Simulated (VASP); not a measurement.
Set up this calculation in VASP 6.6.1, as the native input.

| Item | Value |
| --- | --- |
| Task | single point |
| Functional | PBE |
| Potentials or basis | VASP PAW PBE potentials, release 64 (W_sv, C, H) |
| Cutoff | 520 eV |
| k mesh | 4 × 4 × 1 |
| Occupations | fermi-dirac, width 0.05 eV |
| Spin | no spin polarisation |
| Dipole correction | no |
| Further INCAR settings | LREAL = Auto; ALGO = Normal; EDIFF = 1e-07; NBANDS = 88 |

The structure of HW4C4 lies in POSCAR:

```
HW4C4
1.0
    5.7868000000      0.0000000000      0.0000000000
   -2.8934000000      5.0115160000      0.0000000000
    0.0000000000      0.0000000000     17.2472500000
W C H
8 8 2
Direct
    0.0000000000      0.0000000000      0.0579802577
   -0.0069106991      0.0005447453      0.2243877140
    0.0000000000      0.5000000000      0.0579802577
   -0.0056057371      0.4974440868      0.2219322501
    0.5000000000      0.0000000000      0.0579802577
    0.4936071803     -0.0002011367      0.2247895172
    0.5000000000      0.5000000000      0.0579802577
    0.4893061744      0.4969855429      0.2217746017
    0.3298999084      0.1655684627      0.1342841902
    0.3241435225      0.1679687344      0.2889335401
    0.3316604949      0.6685007092      0.1336935453
    0.3221089442      0.6591985339      0.2880067837
    0.8311529399      0.1659116722      0.1344981954
    0.8282657274      0.1699405928      0.2899486585
    0.8306115530      0.6664446447      0.1344071084
    0.8197877233      0.6578069391      0.2886142429
    0.7695224318      0.4499213412      0.3640495731
    0.7166573880      0.5500770625      0.3762129035
```

These files were run (other wordings do the same):

INCAR

```
SYSTEM = HW4C4
  PREC = Accurate
  ENCUT = 520
  EDIFF = 1E-7
  ISMEAR = -1
  SIGMA = 0.05
  LREAL = Auto
  LASPH = .TRUE.
  NELM = 80
  ALGO = Normal
  ISIF = 2
  LWAVE = .FALSE.
  LCHARG = .FALSE.
  GGA = PE
  NBANDS = 88
```

KPOINTS

```
regular mesh
0
G
  4 4 1
  0 0 0
```

Potentials or basis: VASP PAW PBE potentials, release 64 (W_sv, C, H).

Run with:

```sh
$ cat potpaw_PBE.64/W_sv/POTCAR potpaw_PBE.64/C/POTCAR potpaw_PBE.64/H/POTCAR > POTCAR
$ mpirun -np 1 vasp_std > vasp.out
```

It gave:

| Property | Result |
| --- | --- |
| Largest force | 0.477 eV/Å |
| Band gap on the k mesh | zero (bands 73 and 74 overlap by 0.77 eV) |

Caveat: spin-orbit coupling is left out, which moves the levels of the heavy elements.

Wall time 17 min on 1 thread of Intel(R) Xeon(R) 6975P-C (Granite Rapids) (shared host), peak memory 0.76 GiB.
